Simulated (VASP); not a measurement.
# PbS (Pnma) in VASP: settings compared, part 2 of 2

VASP 6.6.1.

## Step 3: Single point, PBE

This run uses another cell than the first one, of 26.24 Å³/atom, 1.003 times its volume.

Contents of INCAR:

```
SYSTEM = PbS
PREC = Accurate ; ENCUT = 520
EDIFF = 1E-7 ; ISMEAR = -1
SIGMA = 0.02 ; LREAL = .False.
LASPH = .True. ; NELM = 60
ALGO = Normal ; ISIF = 2
LWAVE = .False. ; LCHARG = .False.
GGA = PE ; NBANDS = 50
```

Contents of KPOINTS:

```
regular mesh
0
Gamma
  4 6 4
  0 0 0
```

Contents of POSCAR:

```
PbS
1.0
    8.3969063224      0.0000000000      0.0000000000
    0.0000000000      4.1985378630      0.0000000000
    0.0000000000      0.0000000000      5.9549034859
Pb S
4 4
Direct
    0.1248373440      0.7500000000      0.7501603134
    0.6248373440      0.7500000000      0.7498396866
    0.8751626560      0.2500000000      0.2498396866
    0.3751626560      0.2500000000      0.2501603134
    0.8753329468      0.2500000000      0.7502171910
    0.3753329468      0.2500000000      0.7497828090
    0.1246670532      0.7500000000      0.2497828090
    0.6246670532      0.7500000000      0.2502171910
```

Potentials or basis: VASP PAW PBE potentials, release 64 (Pb_d, S).

Run with:

```console
> cat potpaw_PBE.64/Pb_d/POTCAR potpaw_PBE.64/S/POTCAR > POTCAR
> mpirun -np 1 vasp_std > vasp.out
```

OUTCAR:

```text
SYSTEM = PbS
   PREC = Accurate
   ENCUT = 520
   EDIFF = 1E-7
   ISMEAR = -1
   LREAL = .False.
   LASPH = .True.
   NELM = 60
   ISIF = 2
   GGA = PE

 ion  position               nearest neighbor table
   1  0.125  0.750  0.750-   5 2.97   5 2.97   6 2.97   6 2.97   7 2.98   7 2.98
   2  0.625  0.750  0.750-   6 2.97   6 2.97   5 2.97   5 2.97   8 2.98   8 2.98
   3  0.875  0.250  0.250-   7 2.97   7 2.97   8 2.97   8 2.97   5 2.98   5 2.98
   4  0.375  0.250  0.250-   8 2.97   8 2.97   7 2.97   7 2.97   6 2.98   6 2.98
   5  0.875  0.250  0.750-   1 2.97   1 2.97   2 2.97   2 2.97   3 2.98   3 2.98
   6  0.375  0.250  0.750-   2 2.97   2 2.97   1 2.97   1 2.97   4 2.98   4 2.98
   7  0.125  0.750  0.250-   3 2.97   3 2.97   4 2.97   4 2.97   1 2.98   1 2.98
   8  0.625  0.750  0.250-   4 2.97   4 2.97   3 2.97   3 2.97   2 2.98   2 2.98

  LATTYP: Found a simple orthorhombic cell.
 ALAT       =     4.1985378630
 B/A-ratio  =     1.4183279228
 C/A-ratio  =     1.9999596518

  Lattice vectors:

 A1 = (   0.0000000000,   4.1985378630,   0.0000000000)
 A2 = (   0.0000000000,   0.0000000000,   5.9549034859)
 A3 = (   8.3969063224,   0.0000000000,   0.0000000000)

Analysis of symmetry for initial positions (statically):
=====================================================================
 Subroutine PRICEL returns:
 Original cell was already a primitive cell.

 Routine SETGRP: Setting up the symmetry group for a
 simple orthorhombic supercell.

 Subroutine GETGRP returns: Found  8 space group operations
 (whereof  2 operations were pure point group operations)
 out of a pool of  8 trial point group operations.

The static configuration has the point symmetry S_2 .
 The point group associated with its full space group is D_2h.

Analysis of symmetry for dynamics (positions and initial velocities):
=====================================================================
 Subroutine PRICEL returns:
 Original cell was already a primitive cell.

 Routine SETGRP: Setting up the symmetry group for a
 simple orthorhombic supercell.

 Subroutine GETGRP returns: Found  8 space group operations
 (whereof  2 operations were pure point group operations)
 out of a pool of  8 trial point group operations.

The dynamic configuration has the point symmetry S_2 .
 The point group associated with its full space group is D_2h.

 Subroutine INISYM returns: Found  8 space group operations
 (whereof  2 operations are pure point group operations),
 and found     1 'primitive' translations

----------------------------------------------------------------------------------------

                                     Primitive cell

  volume of cell :     209.9385

  direct lattice vectors                    reciprocal lattice vectors
     8.396906322  0.000000000  0.000000000     0.119091480  0.000000000  0.000000000
     0.000000000  4.198537863  0.000000000     0.000000000  0.238178155  0.000000000
     0.000000000  0.000000000  5.954903486     0.000000000  0.000000000  0.167928834

  length of vectors
     8.396906322  4.198537863  5.954903486     0.119091480  0.238178155  0.167928834

  position of ions in fractional coordinates (direct lattice)
     0.124837344  0.750000000  0.750160313
     0.624837344  0.750000000  0.749839687
     0.875162656  0.250000000  0.249839687
[... 43 lines left out ...]
 Following reciprocal coordinates:
            Coordinates               Weight
  0.000000  0.000000  0.000000      1.000000
  0.250000  0.000000  0.000000      2.000000
  0.500000  0.000000  0.000000      1.000000
  0.000000  0.166667  0.000000      2.000000
  0.250000  0.166667  0.000000      4.000000
  0.500000  0.166667  0.000000      2.000000
[... 16 lines left out ...]
  0.250000  0.500000  0.250000      4.000000
  0.500000  0.500000  0.250000      2.000000
 [... further k-points ...]
   k-points           NKPTS =     36   k-points in BZ     NKDIM =     36   number of bands    NBANDS=     50
   number of dos      NEDOS =    301   number of ions     NIONS =      8
   total plane-waves  NPLWV =  98304
   dimension x,y,z NGX =    64 NGY =   32 NGZ =   48
   dimension x,y,z NGXF=   128 NGYF=   64 NGZF=   96
   ions per type =               4   4
   NGX,Y,Z   is equivalent  to a cutoff of  12.67, 12.67, 13.40 a.u.
   NGXF,Y,Z  is equivalent  to a cutoff of  25.34, 25.34, 26.80 a.u.
 SYSTEM =  PbS
   PREC   = accura    normal or accurate (medium, high low for compatibility)
   ISTART =      0    job   : 0-new  1-cont  2-samecut
   ICHARG =      2    charge: 1-file 2-atom 10-const
   ISPIN  =      1    spin polarized calculation?
   LNONCOLLINEAR =      F non collinear calculations
   LSORBIT =      F    spin-orbit coupling
   LASPH  =      T    aspherical Exc in radial PAW
   ENCUT  =  520.0 eV  38.22 Ry    6.18 a.u.  15.61  7.81 11.07*2*pi/ulx,y,z
   NELM   =     60;   NELMIN=  2; NELMDL= -5     # of ELM steps
   EDIFF  = 0.1E-06   stopping-criterion for ELM
   LREAL  =      F    real-space projection
   EDIFFG = 0.1E-05   stopping-criterion for IOM
   NSW    =      0    number of steps for IOM
   IBRION =     -1    ionic relax: 0-MD 1-quasi-New 2-CG
   NFREE  =      0    steps in history (QN), initial steepest desc. (CG)
   ISIF   =      2    stress and relaxation
   ISYM   =      2    0-nonsym 1-usesym 2-fastsym
   POTIM  = 0.5000    time-step for ionic-motion
   TEBEG  =    0.0;   TEEND  =   0.0 temperature during run
   PSTRESS=    0.0 pullay stress
   NELECT =      80.0000    total number of electrons
   NUPDOWN=      -1.0000    fix difference up-down
   EMIN   =  10.00;   EMAX   =-10.00  energy-range for DOS
   EFERMI =   0.00;   METHOD = LEGACY
   ISMEAR =    -1;   SIGMA  =   0.02  broadening in eV -4-tet -1-fermi 0-gaus
   EFERMI_NEDOS =   21; number of points for ismear=-14 and -15
   IALGO  =     38    algorithm
   IMIX   =      4    mixing-type and parameters
     AMIX     =   0.40;   BMIX     =  1.00
     AMIX_MAG =   1.60;   BMIX_MAG =  1.00
  volume/ion in A,a.u.               =      26.24       177.09
  Fermi-wavevector in a.u.,A,eV,Ry     =   1.186882  2.242881 19.166368  1.408688
  Thomas-Fermi vector in A             =   2.323045
   LORBIT       =      0    0 simple, 1 ext, 2 COOP (PROOUT), +10 PAW based schemes
   GGA     = PE    functional components
   LHFCALC =     F    Hartree Fock is set to
   AEXX    =    0.0000 exact exchange contribution
   IVDW    =     0    specifies the selected vdW correction
   LEPSILON=     F    determine dielectric tensor
   LRPA    =     F    only Hartree local field effects (RPA)
 non-spin polarized calculation
  energy-cutoff  :      520.00
  volume of cell :      209.94
 maximum number of plane-waves:      5688
 NGX is ok and might be reduce to    64
   NGX = 31   NGY = 15   NGZ = 23

 number of electron      79.9999990 magnetization

 Free energy of the ion-electron system (eV)
  ---------------------------------------------------
  ext. energy  EPLUGINS =         0.00000000
  ---------------------------------------------------
  free energy    TOTEN  =       -35.01544897 eV

  energy without entropy =      -35.01544664  energy(sigma->0) =      -35.01544781

 E-fermi :   5.9318     XC(G=0):  -9.6535

 val. band max:        5.7393294264   @ k =   0.0000   0.5000   0.5000
 cond. band min:       6.1243571362   @ k =   0.0000   0.5000   0.5000
 fundamental gap:      0.3850277098
 Fermi energy:         5.9317939732

 k-point     1 :       0.0000    0.0000    0.0000
  band No.  band energies     occupation
      1     -11.2038      2.00000
      2     -11.1019      2.00000
      3     -11.1009      2.00000
      4     -11.0925      2.00000
      5     -11.0706      2.00000
      6     -11.0702      2.00000
[... 1261 lines left out ...]
     49      10.0374      0.00000
     50      10.0374      0.00000

 [... further k-points ...]
[... 5 lines left out ...]
  --------------------------------------------------------------------------------------
  -------------------------------------------------------------------------------------
  Total        2.3949556      2.3947383      2.4565937      0.0000000      0.0000000      0.0000000
  in kB       18.2774643     18.2758061     18.7478645      0.0000000      0.0000000      0.0000000
  external PRESSURE =      18.4337116 kB  Pullay stress =       0.0000000 kB

 VOLUME and BASIS-vectors are now :
 -----------------------------------------------------------------------------
  energy-cutoff  :      520.00
  volume of cell :      209.94
      direct lattice vectors                 reciprocal lattice vectors
     8.396906322  0.000000000  0.000000000     0.119091480  0.000000000  0.000000000
     0.000000000  4.198537863  0.000000000     0.000000000  0.238178155  0.000000000
     0.000000000  0.000000000  5.954903486     0.000000000  0.000000000  0.167928834

 POSITION                                       TOTAL-FORCE (eV/Angst)
 -----------------------------------------------------------------------------------
      1.04825      3.14890      4.46713         0.002850     -0.000000     -0.002365
      5.24670      3.14890      4.46522         0.002850     -0.000000      0.002365
      7.34866      1.04963      1.48777        -0.002850      0.000000      0.002365
      3.15021      1.04963      1.48968        -0.002850      0.000000     -0.002365
      7.35009      1.04963      4.46747        -0.003190      0.000000     -0.002483
      3.15164      1.04963      4.46488        -0.003190     -0.000000      0.002483
      1.04682      3.14890      1.48743         0.003190      0.000000      0.002483
      5.24527      3.14890      1.49002         0.003190      0.000000     -0.002483
 -----------------------------------------------------------------------------------
    total drift:                                0.000000      0.000000     -0.000000

  FREE ENERGIE OF THE ION-ELECTRON SYSTEM (eV)
  ---------------------------------------------------
  free  energy   TOTEN  =       -35.0154489687 eV

  energy  without entropy=      -35.0154466432  energy(sigma->0) =      -35.01544781
```

Run time: 7.1 min. Hardware: 1 thread of AMD EPYC 7R43 (Zen 3), shared host; peak memory 0.43 GiB.

Results:

* Free energy: -35.0154 eV
* Pressure: 1.8 GPa
* Largest force: 0.004 eV/Å
* Band gap on the k mesh: 0.39 eV

Forces on the atoms (eV/Å):
```
Pb   0.003  0.000 -0.002
Pb   0.003  0.000  0.002
Pb  -0.003  0.000  0.002
Pb  -0.003  0.000 -0.002
S   -0.003  0.000 -0.002
S   -0.003  0.000  0.002
S    0.003  0.000  0.002
S    0.003  0.000 -0.002
```

Levels at points of the mesh, in eV from the valence-band top:
| k point | band 38 | band 39 | band 40 | band 41 | band 42 | band 43 |
| --- | --- | --- | --- | --- | --- | --- |
| (0.00, 0.00, 0.00) | -1.86 | -0.78 | -0.77 | 1.45 | 1.45 | 2.44 |
| (0.50, 0.00, 0.00) | -1.83 | -1.19 | -1.19 | 2.69 | 2.69 | 3.34 |
| (0.00, 0.50, 0.00) | -1.87 | -0.77 | -0.77 | 1.44 | 1.44 | 2.45 |
| (0.50, 0.50, 0.00) | -2.18 | -2.18 | -2.18 | 3.43 | 3.43 | 3.43 |
| (0.00, 0.00, 0.50) | -1.72 | 0.00 | 0.00 | 0.39 | 0.39 | 1.97 |
| (0.50, 0.00, 0.50) | -1.09 | -1.08 | -1.08 | 1.61 | 1.61 | 1.61 |
| (0.00, 0.50, 0.50) | -1.02 | 0.00 | 0.00 | 0.39 | 0.39 | 1.97 |
| (0.50, 0.50, 0.50) | -0.99 | -0.99 | -0.99 | 1.56 | 1.56 | 1.56 |

Caveat: spin-orbit coupling is left out, which moves the levels of the heavy elements.
